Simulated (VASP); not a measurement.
# Na (Im-3m) in VASP: further runs, part 2 of 2

VASP 6.6.1. Earlier steps stand in the parts before.

## Step 4: Electric field gradients, PBEsol (volume scaled by 0.96)

File INCAR:

```
PREC     = Accurate       # precision mode
ENCUT    = 520            # plane-wave cutoff, eV
EDIFF    = 1E-8           # SCF threshold, eV
ISMEAR   = -1             # smearing method
SIGMA    = 0.05           # smearing width, eV
LREAL    = False          # projectors in reciprocal space
LASPH    = True           # aspherical terms in the spheres
NELM     = 60             # most SCF steps
ALGO     = Normal         # electronic algorithm
ISIF     = 2              # what is computed and relaxed
LWAVE    = False          # write WAVECAR
LCHARG   = False          # write CHGCAR
GGA      = PS             # functional
LEFG     = True         
NBANDS   = 10             # bands
```

File KPOINTS:

```
Automatic mesh
0
Gamma
  12 12 12
```

File POSCAR:

```
Na
1.0
   -2.0888816270      2.0888816270      2.0888816270
    2.0888816270     -2.0888816270      2.0888816270
    2.0888816270      2.0888816270     -2.0888816270
Na
1
Direct
    0.0000000000      0.0000000000      0.0000000000
```

Potentials or basis: VASP PAW PBE potentials, release 64 (Na_pv).

On the command line:

```sh
cat potpaw_PBE.64/Na_pv/POTCAR > POTCAR
mpirun -np 1 vasp_std > vasp.out
```

OUTCAR:

```text
PREC = Accurate
   ENCUT = 520
   EDIFF = 1E-8
   ISMEAR = -1
   LREAL = False
   LASPH = True
   NELM = 60
   ISIF = 2
   GGA = PS

 ion  position               nearest neighbor table
   1  0.000  0.000  0.000-

  LATTYP: Found a body centered cubic cell.
 ALAT       =     4.1777632540

  Lattice vectors:

 A1 = (  -2.0888816270,   2.0888816270,   2.0888816270)
 A2 = (   2.0888816270,  -2.0888816270,   2.0888816270)
 A3 = (   2.0888816270,   2.0888816270,  -2.0888816270)

Analysis of symmetry for initial positions (statically):
=====================================================================
 Subroutine PRICEL returns:
 Original cell was already a primitive cell.

 Routine SETGRP: Setting up the symmetry group for a
 body centered cubic supercell.

 Subroutine GETGRP returns: Found 48 space group operations
[... 491 lines left out ...]
  external PRESSURE =      -0.2574891 kB  Pullay stress =       0.0000000 kB

 VOLUME and BASIS-vectors are now :
 -----------------------------------------------------------------------------
  energy-cutoff  :      520.00
  volume of cell :       36.46
      direct lattice vectors                 reciprocal lattice vectors
    -2.088881627  2.088881627  2.088881627     0.000000000  0.239362534  0.239362534
     2.088881627 -2.088881627  2.088881627     0.239362534  0.000000000  0.239362534
     2.088881627  2.088881627 -2.088881627     0.239362534  0.239362534  0.000000000

 POSITION                                       TOTAL-FORCE (eV/Angst)
 -----------------------------------------------------------------------------------
      0.00000      0.00000      0.00000         0.000000     -0.000000      0.000000
 -----------------------------------------------------------------------------------
    total drift:                               -0.000000     -0.000000     -0.000000

  FREE ENERGIE OF THE ION-ELECTRON SYSTEM (eV)
  ---------------------------------------------------
  free  energy   TOTEN  =        -1.3994687188 eV

  energy  without entropy=       -1.3941369382  energy(sigma->0) =       -1.39680283

 Electric field gradients (V/A^2)
---------------------------------------------------------------------
 ion       V_xx      V_yy      V_zz      V_xy      V_xz      V_yz
---------------------------------------------------------------------
   1       0.000     0.000     0.000    -0.005    -0.005    -0.005
---------------------------------------------------------------------

 Electric field gradients after diagonalization (V/A^2)
 (convention: |V_zz| > |V_xx| > |V_yy|)
----------------------------------------------------------------------
 ion       V_xx      V_yy      V_zz     asymmetry (V_yy - V_xx)/ V_zz
----------------------------------------------------------------------
   1       0.005     0.005    -0.010       0.000
----------------------------------------------------------------------

           NMR quadrupolar parameters

 Cq : quadrupolar parameter    Cq=e*Q*V_zz/h
 eta: asymmetry parameters     (V_yy - V_xx)/ V_zz
 Q  : nuclear electric quadrupole moment in mb (millibarn)
----------------------------------------------------------------------
 ion       Cq(MHz)       eta       Q (mb)
----------------------------------------------------------------------
   1      -0.000       0.000       1.000
----------------------------------------------------------------------
```

OSZICAR:

```text
N       E                     dE             d eps       ncg     rms          rms(c)
DAV:   1     0.273649108692E+02    0.27365E+02   -0.37769E+03  1442   0.581E+02
DAV:   2    -0.851882114438E+00   -0.28217E+02   -0.28077E+02  1502   0.147E+02
DAV:   3    -0.139746629419E+01   -0.54558E+00   -0.54522E+00  1814   0.223E+01
DAV:   4    -0.140165201926E+01   -0.41857E-02   -0.41854E-02  1698   0.191E+00
DAV:   5    -0.140171170409E+01   -0.59685E-04   -0.59684E-04  1708   0.223E-01    0.238E-01
DAV:   6    -0.140001201465E+01    0.16997E-02   -0.28049E-03  1684   0.773E-01    0.144E-01
DAV:   7    -0.139952132995E+01    0.49068E-03   -0.24820E-03  1620   0.650E-01    0.455E-02
DAV:   8    -0.139946844969E+01    0.52880E-04   -0.19675E-04  1662   0.244E-01    0.202E-03
DAV:   9    -0.139946869259E+01   -0.24290E-06   -0.78982E-07  1714   0.937E-03    0.112E-03
DAV:  10    -0.139946871307E+01   -0.20480E-07   -0.42215E-08  1682   0.155E-03    0.108E-04
DAV:  11    -0.139946871877E+01   -0.56990E-08   -0.99910E-10   984   0.329E-04
   1 F= -.13994687E+01 E0= -.13968028E+01  d E =-.533178E-02
```

Wall time 13 s (1 thread of Intel Xeon 6975P-C, shared host); peak memory 0.16 GiB.

What came out:

| Item | Value |
| --- | --- |
| Free energy | -1.3995 eV |
| Pressure | 0.0 GPa |

Levels at points of the mesh, in eV from the Fermi level:
| k point | band 1 | band 2 | band 3 | band 4 | band 5 | band 6 | band 7 | band 8 |
| --- | --- | --- | --- | --- | --- | --- | --- | --- |
| (0.00, 0.00, 0.00) | -24.73 | -24.73 | -24.73 | -3.28 | 11.88 | 11.88 | 11.88 | 12.89 |
| (0.50, 0.00, 0.00) | -24.77 | -24.75 | -24.73 | 0.79 | 1.28 | 8.31 | 9.31 | 9.39 |
| (0.50, 0.50, 0.50) | -24.76 | -24.76 | -24.76 | 4.58 | 4.58 | 4.98 | 4.98 | 4.98 |

Caveat: without QUAD_EFG the Cq values of the log hold for a quadrupole moment of 1 mb, not for the nuclei; the PAW data sets were made with another functional, which shifts forces and pressure a little.

## Step 5: Electric field gradients, PBEsol (volume scaled by 0.98)

File INCAR:

```
ALGO     = Normal         # electronic algorithm
EDIFF    = 1E-8           # SCF threshold, eV
ENCUT    = 520            # plane-wave cutoff, eV
GGA      = PS             # functional
ISIF     = 2              # what is computed and relaxed
ISMEAR   = -1             # smearing method
LASPH    = T              # aspherical terms in the spheres
LCHARG   = F              # write CHGCAR
LEFG     = T            
LREAL    = F              # projectors in reciprocal space
LWAVE    = F              # write WAVECAR
NBANDS   = 10             # bands
NELM     = 80             # most SCF steps
PREC     = Accurate       # precision mode
SIGMA    = 0.05           # smearing width, eV
```

File KPOINTS:

```
k-points
0
Gamma
  12 12 12
```

File POSCAR:

```
Na
1.0
   -2.1032881624      2.1032881624      2.1032881624
    2.1032881624     -2.1032881624      2.1032881624
    2.1032881624      2.1032881624     -2.1032881624
Na
1
Direct
    0.0000000000      0.0000000000      0.0000000000
```

Potentials or basis: VASP PAW PBE potentials, release 64 (Na_pv).

On the command line:

```sh
cat potpaw_PBE.64/Na_pv/POTCAR > POTCAR
mpirun -np 1 vasp_std > vasp.out
```

OUTCAR:

```text
EDIFF = 1E-8
   ENCUT = 520
   GGA = PS
   ISIF = 2
   ISMEAR = -1
   LASPH = T
   LREAL = F
   NELM = 80
   PREC = Accurate

 ion  position               nearest neighbor table
   1  0.000  0.000  0.000-

  LATTYP: Found a body centered cubic cell.
 ALAT       =     4.2065763248

  Lattice vectors:

 A1 = (  -2.1032881624,   2.1032881624,   2.1032881624)
 A2 = (   2.1032881624,  -2.1032881624,   2.1032881624)
 A3 = (   2.1032881624,   2.1032881624,  -2.1032881624)

Analysis of symmetry for initial positions (statically):
=====================================================================
 Subroutine PRICEL returns:
 Original cell was already a primitive cell.

 Routine SETGRP: Setting up the symmetry group for a
 body centered cubic supercell.

 Subroutine GETGRP returns: Found 48 space group operations
 (whereof 48 operations were pure point group operations)
 out of a pool of 48 trial point group operations.

The static configuration has the point symmetry O_h .

Analysis of symmetry for dynamics (positions and initial velocities):
=====================================================================
 Subroutine PRICEL returns:
 Original cell was already a primitive cell.

 Routine SETGRP: Setting up the symmetry group for a
 body centered cubic supercell.

 Subroutine GETGRP returns: Found 48 space group operations
 (whereof 48 operations were pure point group operations)
 out of a pool of 48 trial point group operations.

The dynamic configuration has the point symmetry O_h .

 Subroutine INISYM returns: Found 48 space group operations
[... 146 lines left out ...]
 fundamental gap:      0.1112302165
 Fermi energy:         0.2575748265

 k-point     1 :       0.0000    0.0000    0.0000
  band No.  band energies     occupation
      1     -24.4940      2.00000
      2     -24.4940      2.00000
      3     -24.4940      2.00000
      4      -2.9748      2.00000
      5      12.0009      0.00000
      6      12.0009      0.00000
      7      12.0009      0.00000
      8      13.0030      0.00000
      9      13.0030      0.00000
     10      13.5433      0.00000
[... 287 lines left out ...]
 k-point    24 :       0.4167    0.0833    0.0833
  band No.  band energies     occupation
      1     -24.5271      2.00000
      2     -24.5074      2.00000
      3     -24.4962      2.00000
      4       1.2572      0.00000
      5       1.7472      0.00000
      6       6.4968      0.00000
      7       7.6059      0.00000
      8      11.9718      0.00000
      9      12.7746      0.00000
     10      16.6375      0.00000

 [... further k-points ...]
[... 5 lines left out ...]
  --------------------------------------------------------------------------------------
  -------------------------------------------------------------------------------------
  Total       -0.0421856     -0.0421856     -0.0421856      0.0000000      0.0000000     -0.0000000
  in kB       -1.8160099     -1.8160099     -1.8160099      0.0000000      0.0000000     -0.0000000
  external PRESSURE =      -1.8160099 kB  Pullay stress =       0.0000000 kB

 VOLUME and BASIS-vectors are now :
 -----------------------------------------------------------------------------
  energy-cutoff  :      520.00
  volume of cell :       37.22
      direct lattice vectors                 reciprocal lattice vectors
    -2.103288162  2.103288162  2.103288162     0.000000000  0.237723013  0.237723013
     2.103288162 -2.103288162  2.103288162     0.237723013  0.000000000  0.237723013
     2.103288162  2.103288162 -2.103288162     0.237723013  0.237723013  0.000000000

 POSITION                                       TOTAL-FORCE (eV/Angst)
 -----------------------------------------------------------------------------------
      0.00000      0.00000      0.00000         0.000000     -0.000000      0.000000
 -----------------------------------------------------------------------------------
    total drift:                               -0.000000     -0.000000     -0.000000

  FREE ENERGIE OF THE ION-ELECTRON SYSTEM (eV)
  ---------------------------------------------------
  free  energy   TOTEN  =        -1.3989996206 eV

  energy  without entropy=       -1.3936293358  energy(sigma->0) =       -1.39631448

 Electric field gradients (V/A^2)
---------------------------------------------------------------------
 ion       V_xx      V_yy      V_zz      V_xy      V_xz      V_yz
---------------------------------------------------------------------
   1      -0.000    -0.000    -0.000    -0.005    -0.005    -0.005
---------------------------------------------------------------------

 Electric field gradients after diagonalization (V/A^2)
 (convention: |V_zz| > |V_xx| > |V_yy|)
----------------------------------------------------------------------
 ion       V_xx      V_yy      V_zz     asymmetry (V_yy - V_xx)/ V_zz
----------------------------------------------------------------------
   1       0.005     0.005    -0.009       0.000
----------------------------------------------------------------------

           NMR quadrupolar parameters

 Cq : quadrupolar parameter    Cq=e*Q*V_zz/h
 eta: asymmetry parameters     (V_yy - V_xx)/ V_zz
 Q  : nuclear electric quadrupole moment in mb (millibarn)
----------------------------------------------------------------------
 ion       Cq(MHz)       eta       Q (mb)
----------------------------------------------------------------------
   1      -0.000       0.000       1.000
----------------------------------------------------------------------
```

OSZICAR:

```text
N       E                     dE             d eps       ncg     rms          rms(c)
DAV:   1     0.275021641240E+02    0.27502E+02   -0.37089E+03  1444   0.570E+02
DAV:   2    -0.764616694912E+00   -0.28267E+02   -0.28147E+02  1484   0.149E+02
DAV:   3    -0.139652425023E+01   -0.63191E+00   -0.63155E+00  1788   0.243E+01
DAV:   4    -0.140108100592E+01   -0.45568E-02   -0.45565E-02  1740   0.196E+00
DAV:   5    -0.140113890079E+01   -0.57895E-04   -0.57894E-04  1644   0.219E-01    0.236E-01
DAV:   6    -0.139950384921E+01    0.16351E-02   -0.27805E-03  1692   0.769E-01    0.143E-01
DAV:   7    -0.139905225487E+01    0.45159E-03   -0.24836E-03  1650   0.649E-01    0.456E-02
DAV:   8    -0.139899931030E+01    0.52945E-04   -0.19830E-04  1670   0.244E-01    0.205E-03
DAV:   9    -0.139899957186E+01   -0.26156E-06   -0.79305E-07  1684   0.940E-03    0.113E-03
DAV:  10    -0.139899961583E+01   -0.43971E-07   -0.40029E-08  1676   0.140E-03    0.110E-04
DAV:  11    -0.139899962062E+01   -0.47877E-08   -0.92874E-10   972   0.339E-04
   1 F= -.13989996E+01 E0= -.13963145E+01  d E =-.537028E-02
```

stdout:

```text
POSCAR found type information on POSCAR Na
 POSCAR found :  1 types and       1 ions
 scaLAPACK will be used
 -----------------------------------------------------------------------------
|                                                                             |
|                                                                             |
|     You enforced a specific xc type in the INCAR file but a different       |
|     I HOPE YOU KNOW WHAT YOU ARE DOING!                                     |
|                                                                             |
 -----------------------------------------------------------------------------

 LDA part: xc-table for (Slater+PW92), standard interpolation
 POSCAR, INCAR and KPOINTS ok, starting setup
 FFT: planning ... GRIDC
 FFT: planning ... GRID_SOFT
 FFT: planning ... GRID
 WAVECAR not read
 entering main loop
ion   1
```

Wall time 12 s (1 thread of Intel Xeon 6975P-C, shared host); peak memory 0.16 GiB.

Results:

```yaml
Free_energy: -1.3990 eV
Pressure: -0.2 GPa
```

Levels at points of the mesh, in eV from the Fermi level:
```tsv
k point	band 1	band 2	band 3	band 4	band 5	band 6	band 7	band 8
(0.00, 0.00, 0.00)	-24.75	-24.75	-24.75	-3.23	11.74	11.74	11.74	12.75
(0.50, 0.00, 0.00)	-24.79	-24.76	-24.75	0.78	1.26	8.22	9.17	9.27
(0.50, 0.50, 0.50)	-24.78	-24.78	-24.78	4.54	4.54	4.91	4.91	4.91
```

Caveat: without QUAD_EFG the Cq values of the log hold for a quadrupole moment of 1 mb, not for the nuclei; the PAW data sets were made with another functional, which shifts forces and pressure a little.

## Step 6: The runs side by side

| cell | gap on the mesh (eV) | pressure (GPa) |
| --- | --- | --- |
| a = 3.593 Å, angles 109.5°, 1 atom | none | 0.1 |
| a = 3.618 Å, angles 109.5°, 1 atom | none | 0.0 |
| a = 3.643 Å, angles 109.5°, 1 atom | none | -0.2 |

Alike in all rows: task electric field gradients; level PBEsol; potentials or basis VASP PAW PBE potentials, release 64 (Na_pv); no spin polarisation; k mesh 12 × 12 × 12; cutoff (eV) 520; smearing fermi-dirac 0.05 eV.

Caveats: the PAW data sets were made with another functional, which shifts forces and pressure a little.

Absolute energies hang on the potentials; compare differences alone.
